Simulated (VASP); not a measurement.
# Mo: single point with BLYP

Crystal: Mo.

```xyz
1
Lattice="0.0000 2.0283 2.0283 2.0283 0.0000 2.0283 2.0283 2.0283 0.0000" Properties=species:S:1:pos:R:3 pbc="T T T"
Mo    0.0000    0.0000    0.0000
```

This cell differs from its parent crystal: volume scaled by 1.02.

| Item | Value |
| --- | --- |
| Program | VASP 6.6.1 |
| Task | single point |
| Functional | BLYP |
| Potentials or basis | VASP PAW PBE potentials, release 64 (Mo_sv) |
| Cutoff | 520 eV |
| k mesh | 8 × 8 × 8 |
| Occupations | fermi-dirac, width 0.05 eV |
| Spin | non-collinear spin, zero start, spin-orbit coupling |
| Starting moments | [[0.0, 0.0, 0.0]] μB |

The pressure is 0.3 GPa, the net moment is 0.00 μB per cell and the valence electrons inside the program's atomic spheres are Mo 12.47.

Moments on the atoms (μB; x, y, z):
```
Mo  0.00 0.00 0.00
```

Wall time 28 s on 1 thread of Intel(R) Xeon(R) Platinum 8259CL CPU @ 2.50GHz (Skylake/Cascade Lake), on a shared host, peak memory 0.19 GiB.

Caveat: the PAW data sets were made with another functional, which shifts forces and pressure a little.
